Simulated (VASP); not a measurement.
## BaO: single point with HSE06

BaO:

```
Ba O
1.0
     0.00000    2.77187    2.77187
     2.77187    0.00000    2.77187
     2.77187    2.77187    0.00000
Ba O
1 1
Cartesian
  0.0000 0.0000 0.0000
  2.7719 2.7719 2.7719
```

```yaml
Program: VASP 6.6.1
Task: single point
Functional: HSE06
Potentials_or_basis: VASP PAW PBE potentials, release 64 (Ba_sv, O)
Cutoff: 520 eV
k_mesh: 4 × 4 × 4
Occupations: gaussian, width 0.01 eV
Spin: no spin polarisation
```

The pressure is 1.1 GPa and the band gap on the k mesh is 3.25 eV.

Levels at points of the mesh, in eV from the valence-band top:
| k point | band 4 | band 5 | band 6 | band 7 | band 8 | band 9 | band 10 | band 11 | band 12 | band 13 |
| --- | --- | --- | --- | --- | --- | --- | --- | --- | --- | --- |
| (0.00, 0.00, 0.00) | -10.83 | -10.83 | -0.39 | -0.39 | -0.39 | 4.86 | 6.10 | 6.10 | 6.10 | 8.44 |
| (0.50, 0.00, 0.00) | -10.94 | -10.94 | -2.08 | -1.58 | -1.58 | 6.35 | 8.74 | 8.74 | 9.57 | 12.27 |
| (0.50, 0.50, 0.00) | -11.46 | -11.46 | -0.18 | -0.18 | 0.00 | 3.25 | 7.45 | 10.49 | 10.95 | 11.42 |

It took 7.4 min on 1 thread of Intel(R) Xeon(R) Platinum 8375C CPU @ 2.90GHz (Ice Lake), on a shared host, peak memory 0.27 GiB.

Caveat: the k points lie up to 0.49 Å⁻¹ apart; the PAW data sets were made with another functional, which shifts forces and pressure a little; spin-orbit coupling is left out, which moves the levels of the heavy elements. A k mesh can miss the band edges.
